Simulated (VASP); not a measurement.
# SnO2 (Immm) in VASP: single point with r2SCAN

Aim: the single point of SnO2 with r2SCAN.

Everything below comes from runs of VASP 6.6.1. Logs are shortened: lines on timing, memory, paths and dates and some standing lists are left out, and cuts for length are marked.

## 1. The cell of the first run

It takes space group Immm (No. 71, orthorhombic). The conventional cell has a = 3.553 Å, b = 3.613 Å, c = 5.067 Å, α = 90.00°, β = 90.00°, γ = 90.00°. Sn (site symmetry mmm) has 8 O at 2.18 to 2.21 Å within 2.9 Å. Within 2.9 Å of O (site symmetry mm2) lie 4 Sn at 2.18 to 2.21 Å and 6 O at 2.53 to 2.54 Å.

## 2. Single point, r2SCAN (shear xy strain -1.7%)

POSCAR

```
SnO2
1.0
   -0.0212811226      2.5334669704      2.5334669704
    2.5334669704     -0.0212811226      2.5334669704
    2.5121858478      2.5121858478      0.0000000000
Sn O
1 2
Direct
    0.0000000000      0.0000000000      0.0000000000
    0.2504601415      0.2504601415      0.2495398585
    0.7495398585      0.7495398585      0.7504601415
```

INCAR.step1

```
SYSTEM = SnO2
ALGO = Normal
EDIFF = 1E-5
ENCUT = 1480
GGA = PE
GGA_COMPAT = .False.
ISMEAR = 0
LASPH = .True.
LCHARG = .False.
LREAL = .False.
LWAVE = .True.
NBANDS = 20
NELM = 120
PREC = Accurate
SIGMA = 0.01
```

INCAR.step2

```
SYSTEM = SnO2
ALGO = Normal
EDIFF = 1E-6
ENCUT = 1480
GGA_COMPAT = .False.
ISIF = 2
ISMEAR = 0
ISTART = 1
LASPH = .True.
LCHARG = .True.
LELF = .True.
LMIXTAU = .True.
LREAL = .False.
LVHAR = .True.
LWAVE = .False.
METAGGA = R2SCAN
NBANDS = 20
NELM = 120
PREC = Accurate
SIGMA = 0.01
```

KPOINTS

```
k-points
0
Gamma
  8 8 8
  0 0 0
```

Potentials or basis: VASP PAW PBE potentials, release 64 (Sn_d, O_h).

Run with:

```bash
$ cat potpaw_PBE.64/Sn_d/POTCAR potpaw_PBE.64/O_h/POTCAR > POTCAR
$ cp INCAR.step1 INCAR
$ mpirun -np 1 vasp_std > vasp.out
$ cp INCAR.step2 INCAR
$ mpirun -np 1 vasp_std > vasp.out
```

OUTCAR:

```text
SYSTEM = SnO2
   EDIFF = 1E-6
   ENCUT = 1480
   ISIF = 2
   ISMEAR = 0
   ISTART = 1
   LASPH = .True.
   LREAL = .False.
   METAGGA = R2SCAN
   NELM = 120
   PREC = Accurate

 ion  position               nearest neighbor table
   1  0.000  0.000  0.000-   3 2.18   2 2.18   3 2.18   2 2.18   3 2.21   3 2.21   2 2.21   2 2.21

   2  0.250  0.250  0.250-   1 2.18   1 2.18   1 2.21   1 2.21
   3  0.750  0.750  0.750-   1 2.18   1 2.18   1 2.21   1 2.21

  LATTYP: Found a body centered orthorhombic cell.
 ALAT       =     3.5527672972
 B/A-ratio  =     1.0169423155
 C/A-ratio  =     1.4261935885

  Lattice vectors:

 A1 = (   0.0212811226,  -2.5334669704,  -2.5334669704)
 A2 = (  -0.0212811226,   2.5334669704,  -2.5334669704)
 A3 = (   2.5334669704,  -0.0212811226,   2.5334669704)

Analysis of symmetry for initial positions (statically):
=====================================================================
 Subroutine PRICEL returns:
 Original cell was already a primitive cell.

 Routine SETGRP: Setting up the symmetry group for a
 body centered orthorhombic supercell.

 Subroutine GETGRP returns: Found  8 space group operations
 (whereof  8 operations were pure point group operations)
 out of a pool of  8 trial point group operations.

The static configuration has the point symmetry D_2h.

Analysis of symmetry for dynamics (positions and initial velocities):
=====================================================================
 Subroutine PRICEL returns:
 Original cell was already a primitive cell.

 Routine SETGRP: Setting up the symmetry group for a
 body centered orthorhombic supercell.

 Subroutine GETGRP returns: Found  8 space group operations
 (whereof  8 operations were pure point group operations)
 out of a pool of  8 trial point group operations.

The dynamic configuration has the point symmetry D_2h.

 Subroutine INISYM returns: Found  8 space group operations
 (whereof  8 operations are pure point group operations),
 and found     1 'primitive' translations

----------------------------------------------------------------------------------------

                                     Primitive cell

  volume of cell :      32.5196

  direct lattice vectors                    reciprocal lattice vectors
    -0.021281123  2.533466970  2.533466970    -0.195714012  0.195714012  0.197358010
     2.533466970 -0.021281123  2.533466970     0.195714012 -0.195714012  0.197358010
     2.512185848  2.512185848  0.000000000     0.199029861  0.199029861 -0.197358010

  length of vectors
     3.582926551  3.582926551  3.552767297     0.339938426  0.339938426  0.343767298

  position of ions in fractional coordinates (direct lattice)
     0.000000000  0.000000000  0.000000000
     0.250460141  0.250460141  0.249539859
     0.749539859  0.749539859  0.750460141

  ion indices of the primitive-cell ions
   primitive index   ion index
                 1           1
                 2           2
                 3           3

----------------------------------------------------------------------------------------

 KPOINTS: k-points

Automatic generation of k-mesh.
 Grid dimensions read from file:
 generate k-points for:    8    8    8

 Generating k-lattice:

  Cartesian coordinates                     Fractional coordinates (reciprocal lattice)
    -0.024464252  0.024464252  0.024669751     0.125000000  0.000000000  0.000000000
     0.024464252 -0.024464252  0.024669751     0.000000000  0.125000000  0.000000000
     0.024878733  0.024878733 -0.024669751     0.000000000  0.000000000  0.125000000

  Length of vectors
     0.042492303  0.042492303  0.042970912

  Shift w.r.t. Gamma in fractional coordinates (k-lattice)
     0.000000000  0.000000000  0.000000000

 Subroutine IBZKPT returns following result:
 ===========================================

 Found     95 irreducible k-points:

 Following reciprocal coordinates:
            Coordinates               Weight
  0.000000  0.000000  0.000000      1.000000
  0.125000  0.000000  0.000000      4.000000
  0.250000  0.000000  0.000000      4.000000
  0.375000  0.000000  0.000000      4.000000
  0.500000  0.000000  0.000000      2.000000
  0.125000  0.125000  0.000000      2.000000
[... 16 lines left out ...]
  0.125000 -0.000000  0.125000      4.000000
  0.250000  0.000000  0.125000      8.000000
 [... further k-points ...]
   k-points           NKPTS =     95   k-points in BZ     NKDIM =     95   number of bands    NBANDS=     20
   number of dos      NEDOS =    301   number of ions     NIONS =      3
   total plane-waves  NPLWV = 110592
   dimension x,y,z NGX =    48 NGY =   48 NGZ =   48
   dimension x,y,z NGXF=    96 NGYF=   96 NGZF=   96
   ions per type =               1   2
   NGX,Y,Z   is equivalent  to a cutoff of  22.27, 22.27, 22.46 a.u.
   NGXF,Y,Z  is equivalent  to a cutoff of  44.54, 44.54, 44.92 a.u.
 SYSTEM =  SnO2
   PREC   = accura    normal or accurate (medium, high low for compatibility)
   ISTART =      1    job   : 0-new  1-cont  2-samecut
   ICHARG =      0    charge: 1-file 2-atom 10-const
   ISPIN  =      1    spin polarized calculation?
   LNONCOLLINEAR =      F non collinear calculations
   LSORBIT =      F    spin-orbit coupling
   LASPH  =      T    aspherical Exc in radial PAW
   ENCUT  = 1480.0 eV 108.78 Ry   10.43 a.u.  11.24 11.24 11.14*2*pi/ulx,y,z
   NELM   =    120;   NELMIN=  2; NELMDL=  0     # of ELM steps
   EDIFF  = 0.1E-05   stopping-criterion for ELM
   LREAL  =      F    real-space projection
   EDIFFG = 0.1E-04   stopping-criterion for IOM
   NSW    =      0    number of steps for IOM
   IBRION =     -1    ionic relax: 0-MD 1-quasi-New 2-CG
   NFREE  =      0    steps in history (QN), initial steepest desc. (CG)
   ISIF   =      2    stress and relaxation
   ISYM   =      2    0-nonsym 1-usesym 2-fastsym
   POTIM  = 0.5000    time-step for ionic-motion
   TEBEG  =    0.0;   TEEND  =   0.0 temperature during run
   PSTRESS=    0.0 pullay stress
   NELECT =      26.0000    total number of electrons
   NUPDOWN=      -1.0000    fix difference up-down
   EMIN   =  10.00;   EMAX   =-10.00  energy-range for DOS
   EFERMI =   0.00;   METHOD = LEGACY
   ISMEAR =     0;   SIGMA  =   0.01  broadening in eV -4-tet -1-fermi 0-gaus
   EFERMI_NEDOS =   21; number of points for ismear=-14 and -15
   IALGO  =     38    algorithm
   IMIX   =      4    mixing-type and parameters
     AMIX     =   0.40;   BMIX     =  1.00
     AMIX_MAG =   1.60;   BMIX_MAG =  1.00
  volume/ion in A,a.u.               =      10.84        73.15
  Fermi-wavevector in a.u.,A,eV,Ry     =   1.519442  2.871330 31.411843  2.308705
  Thomas-Fermi vector in A             =   2.628428
   LORBIT       =      0    0 simple, 1 ext, 2 COOP (PROOUT), +10 PAW based schemes
   METAGGA = R2SCAN    functional components
   LHFCALC =     F    Hartree Fock is set to
   AEXX    =    0.0000 exact exchange contribution
   IVDW    =     0    specifies the selected vdW correction
   LEPSILON=     F    determine dielectric tensor
   LRPA    =     F    only Hartree local field effects (RPA)
 non-spin polarized calculation
 Gauss-broadening in eV      SIGMA  =   0.01
  energy-cutoff  :     1480.00
  volume of cell :       32.52
 maximum number of plane-waves:      4235
 NGX is ok and might be reduce to    48
   NGX = 23   NGY = 23   NGZ = 23

 number of electron      26.0000001 magnetization

 Free energy of the ion-electron system (eV)
  ---------------------------------------------------
  ext. energy  EPLUGINS =         0.00000000
  ---------------------------------------------------
  free energy    TOTEN  =       -41.51038377 eV

  energy without entropy =      -41.51038377  energy(sigma->0) =      -41.51038377

 E-fermi :   8.2601     XC(G=0): -12.7708

 val. band max:        8.1738961328   @ k =  -0.2500   0.5000   0.2500
 cond. band min:       9.0396996272   @ k =   0.0000   0.0000   0.0000
 fundamental gap:      0.8658034944
 Fermi energy:         8.2600715343

 k-point     1 :       0.0000    0.0000    0.0000
  band No.  band energies     occupation
      1     -12.9785      2.00000
      2     -12.9733      2.00000
      3     -12.9729      2.00000
      4     -12.7852      2.00000
      5     -12.7850      2.00000
      6     -12.5069      2.00000
[... 12 lines left out ...]
     19      24.4462      0.00000
     20      24.4507      0.00000

 k-point     2 :       0.1250    0.0000    0.0000
  band No.  band energies     occupation
      1     -13.0678      2.00000
      2     -12.9628      2.00000
      3     -12.9604      2.00000
      4     -12.7859      2.00000
      5     -12.7854      2.00000
      6     -12.3318      2.00000
[... 12 lines left out ...]
     19      24.4932      0.00000
     20      24.5260      0.00000

 k-point     3 :       0.2500    0.0000    0.0000
  band No.  band energies     occupation
      1     -13.2947      2.00000
      2     -12.9367      2.00000
      3     -12.9355      2.00000
      4     -12.7831      2.00000
      5     -12.7803      2.00000
      6     -11.7988      2.00000
[... 12 lines left out ...]
     19      24.6857      0.00000
     20      25.0767      0.00000

 k-point     4 :       0.3750    0.0000    0.0000
  band No.  band energies     occupation
      1     -13.5053      2.00000
      2     -12.9205      2.00000
      3     -12.9202      2.00000
      4     -12.7706      2.00000
      5     -12.7651      2.00000
      6     -11.0132      2.00000
[... 12 lines left out ...]
     19      24.7103      0.00000
     20      25.0568      0.00000

 k-point     5 :       0.5000    0.0000    0.0000
  band No.  band energies     occupation
      1     -13.5874      2.00000
      2     -12.9168      2.00000
      3     -12.9168      2.00000
      4     -12.7623      2.00000
      5     -12.7556      2.00000
      6     -10.4111      2.00000
[... 12 lines left out ...]
     19      24.5939      0.00000
     20      24.6756      0.00000

 k-point     6 :       0.1250    0.1250    0.0000
  band No.  band energies     occupation
      1     -13.0919      2.00000
      2     -12.9490      2.00000
      3     -12.9485      2.00000
      4     -12.7952      2.00000
      5     -12.7786      2.00000
      6     -12.3039      2.00000
[... 12 lines left out ...]
     19      24.6404      0.00000
     20      24.6472      0.00000

 k-point     7 :       0.2500    0.1250    0.0000
  band No.  band energies     occupation
      1     -13.2437      2.00000
      2     -12.9565      2.00000
      3     -12.9223      2.00000
      4     -12.8034      2.00000
      5     -12.7710      2.00000
      6     -11.9055      2.00000
[... 12 lines left out ...]
     19      24.9022      0.00000
     20      26.1084      0.00000
[... 277 lines left out ...]
 k-point    20 :      -0.3750    0.3750    0.0000
  band No.  band energies     occupation
      1     -13.5384      2.00000
      2     -13.0949      2.00000
      3     -12.8371      2.00000
      4     -12.8247      2.00000
      5     -12.7609      2.00000
      6     -10.1133      2.00000
[... 12 lines left out ...]
     19      25.9485      0.00000
     20      27.6739      0.00000

 k-point    21 :       0.5000    0.5000    0.0000
  band No.  band energies     occupation
      1     -13.6844      2.00000
      2     -12.8615      2.00000
      3     -12.8024      2.00000
      4     -12.7962      2.00000
      5     -12.7402      2.00000
      6     -10.7883      2.00000
[... 12 lines left out ...]
     19      26.5006      0.00000
     20      27.0476      0.00000

 k-point    22 :      -0.0000   -0.0000    0.1250
  band No.  band energies     occupation
      1     -13.0610      2.00000
      2     -12.9621      2.00000
      3     -12.9602      2.00000
      4     -12.7861      2.00000
      5     -12.7852      2.00000
      6     -12.3430      2.00000
[... 12 lines left out ...]
     19      24.4756      0.00000
     20      24.5026      0.00000

 k-point    23 :       0.1250   -0.0000    0.1250
  band No.  band energies     occupation
      1     -13.0889      2.00000
      2     -12.9523      2.00000
      3     -12.9488      2.00000
      4     -12.7953      2.00000
      5     -12.7785      2.00000
      6     -12.3034      2.00000
[... 12 lines left out ...]
     19      24.6423      0.00000
     20      24.6434      0.00000

 k-point    24 :       0.2500    0.0000    0.1250
  band No.  band energies     occupation
      1     -13.2302      2.00000
      2     -12.9782      2.00000
      3     -12.9222      2.00000
      4     -12.8031      2.00000
      5     -12.7720      2.00000
      6     -11.8936      2.00000
[... 12 lines left out ...]
     19      24.8835      0.00000
     20      26.0878      0.00000

 [... further k-points ...]

------------------------ aborting loop because EDIFF is reached ----------------------------------------

  FORCE on cell =-STRESS in cart. coord.  units (eV):
  Direction    XX          YY          ZZ          XY          YZ          ZX
  --------------------------------------------------------------------------------------
  -------------------------------------------------------------------------------------
  Total        0.2495247      0.2495247      0.2472266      0.0655270      0.0000000      0.0000000
  in kB       12.2935981     12.2935981     12.1803745      3.2283899      0.0000000      0.0000000
  external PRESSURE =      12.2558569 kB  Pullay stress =       0.0000000 kB

 VOLUME and BASIS-vectors are now :
 -----------------------------------------------------------------------------
  energy-cutoff  :     1480.00
  volume of cell :       32.52
      direct lattice vectors                 reciprocal lattice vectors
    -0.021281123  2.533466970  2.533466970    -0.195714012  0.195714012  0.197358010
     2.533466970 -0.021281123  2.533466970     0.195714012 -0.195714012  0.197358010
     2.512185848  2.512185848  0.000000000     0.199029861  0.199029861 -0.197358010

 POSITION                                       TOTAL-FORCE (eV/Angst)
 -----------------------------------------------------------------------------------
      0.00000      0.00000      0.00000        -0.000000      0.000000      0.000000
      1.25609      1.25609      1.26906        -0.000000     -0.000000      0.006485
      3.76828      3.76828      3.79787         0.000000      0.000000     -0.006485
 -----------------------------------------------------------------------------------
    total drift:                               -0.000000     -0.000000     -0.000000

  FREE ENERGIE OF THE ION-ELECTRON SYSTEM (eV)
  ---------------------------------------------------
  free  energy   TOTEN  =       -41.5103837657 eV

  energy  without entropy=      -41.5103837657  energy(sigma->0) =      -41.51038377
```

Run time: 11 min. Hardware: 1 thread of Intel Xeon Platinum 8488C (Sapphire Rapids), shared host; peak memory 0.56 GiB.

Results:

```
Free energy            : -41.5104 eV
Pressure               : 1.2 GPa
Largest force          : 0.006 eV/Å
Band gap on the k mesh : 0.87 eV (least direct gap 2.24 eV)
```

Forces in eV/Å, atoms in the order of the input:
```
Sn   0.000  0.000  0.000
O    0.000  0.000  0.006
O    0.000  0.000 -0.006
```

Stress tensor (GPa, compression positive):
```
1.23 0.32 0.00
0.32 1.23 0.00
0.00 0.00 1.22
```

Caveat: the cell differs from its parent crystal (shear xy strain -1.7%); the structure was generated, so it needn't be the stable form of SnO2; the PAW data sets were made with another functional, which shifts forces and pressure a little; spin-orbit coupling is left out, which moves the levels of the heavy elements.
